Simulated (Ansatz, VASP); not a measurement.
## Zn: VASP beside Ansatz

```
Zn
1.0
     2.67419    0.00000    0.00000
    -1.33710    2.31592    0.00000
     0.00000    0.00000    9.90866
Zn
4
Cartesian
  2.6742 0.0000 9.9087
  1.3371 2.3159 4.9543
  0.0000 1.5439 2.4772
  1.3371 0.7720 7.4315
```

Alike in both runs: task single point; functional PBEsol; k mesh 16 × 16 × 4; occupations fermi-dirac, width 0.1 eV; no spin polarisation.

|  | VASP | Ansatz |
| --- | --- | --- |
| version | VASP 6.6.1 | Ansatz 0.2.0 |
| potentials or method | VASP PAW PBE potentials, release 64 (Zn), cutoff 520 eV | plane waves (420 eV) with PAW, scalar-relativistic |
| valence electrons in the cell | 48 | 48 |

```tsv
	VASP	Ansatz	Ansatz less VASP
pressure (GPa)	-5.2	-5.7	-0.44
traceless stress, the component that is largest in VASP (GPa)	0.61	0.76	+0.141
```

VASP's potentials were made for PBE, not for PBEsol, and Ansatz warns of the same on its side.
